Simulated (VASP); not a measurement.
# MoS2: single point with PBEsol

MoS2:

```
Mo S
1.0
     3.07880    0.00000    0.00000
    -1.53940    2.66632    0.00000
     0.00000    0.00000   12.57026
Mo S
2 4
Direct
  0.33333 0.66667 0.25000
  0.66667 0.33333 0.75000
  0.33333 0.66667 0.62599
  0.66667 0.33333 0.12599
  0.33333 0.66667 0.87401
  0.66667 0.33333 0.37401
```

```yaml
Program: VASP 6.6.1
Task: single point
Functional: PBEsol
Potentials_or_basis: VASP PAW PBE potentials, release 64 (Mo_sv, S)
Cutoff: 520 eV
k_mesh: 12 × 12 × 2
Occupations: methfessel-paxton, width 0.152 eV
Spin: no spin polarisation
```

The pressure is 6.5 GPa and the largest force is 0.455 eV/Å. The band gap on the k mesh is 1.05 eV (least direct gap 1.95 eV).

Forces in eV/Å, atoms in the order of the input:
```
Mo   0.000  0.000  0.000
Mo   0.000  0.000  0.000
S    0.000  0.000 -0.455
S    0.000  0.000 -0.455
S    0.000  0.000  0.455
S    0.000  0.000  0.455
```

Stress tensor (GPa, compression positive):
```
7.59 0.00 0.00
0.00 7.59 0.00
0.00 0.00 4.44
```

Levels at points of the mesh, in eV from the valence-band top:
```tsv
k point	band 22	band 23	band 24	band 25	band 26	band 27	band 28	band 29	band 30	band 31
(0.00, 0.00, 0.00)	-1.86	-1.86	-1.37	-1.24	0.00	2.57	2.57	2.59	2.59	2.79
(0.50, 0.00, 0.00)	-2.49	-1.34	-1.24	-1.19	-1.19	2.14	2.18	2.46	2.78	3.22
(0.00, 0.00, 0.50)	-1.88	-1.88	-1.88	-0.33	-0.33	2.58	2.58	2.58	2.58	2.86
(0.50, 0.00, 0.50)	-2.60	-1.26	-1.26	-1.21	-1.21	2.16	2.16	2.63	2.63	3.55
```

Run time: 2.6 min on 1 thread of Intel Xeon 8259CL (shared host), peak memory 0.28 GiB.

Caveat: the cell stands under pressure; the PAW data sets were made with another functional, which shifts forces and pressure a little; this functional lacks dispersion, which binds the layers, so the pressure and a relaxed spacing across them are unreliable. A k mesh can miss the band edges.
